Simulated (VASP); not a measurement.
Runs of VASP 6.6.1 on Cs3Cl2. The structure is that of space group Pm-3m (No. 221), or close to it. The cells are those of the table. 

```csv
task,cell,k mesh,cutoff (eV),gap on the mesh (eV),pressure (GPa)
single point,"a = 6.788 Å, 5 atoms",6 × 6 × 6,520,none,0.0
single point,"a = 6.185 Å, 5 atoms",4 × 4 × 4,520,none,3.3
single point,"a = 6.665 Å, 5 atoms",4 × 4 × 4,520,none,(a)
relaxation of cell and atoms,"relaxed from a = 6.665 Å, 5 atoms",6 × 6 × 6,600,none,0.0
```

Alike in all rows: level PBE; potentials or basis VASP PAW PBE potentials, release 64 (Cs_sv, Cl); no spin polarisation; smearing gaussian 0.1 eV.

Q: Fill in the values left out.

A: (a) 0.4.

Caveats: spin-orbit coupling is left out, which moves the levels of the heavy elements; an odd number of electrons without spin polarisation forces a metal; a magnetic or distorted state may lie lower.

A k mesh can miss the band edges, and the runs leave out spin-orbit coupling on Cs.

A gap of «none» marks levels without a gap at the run's occupations.
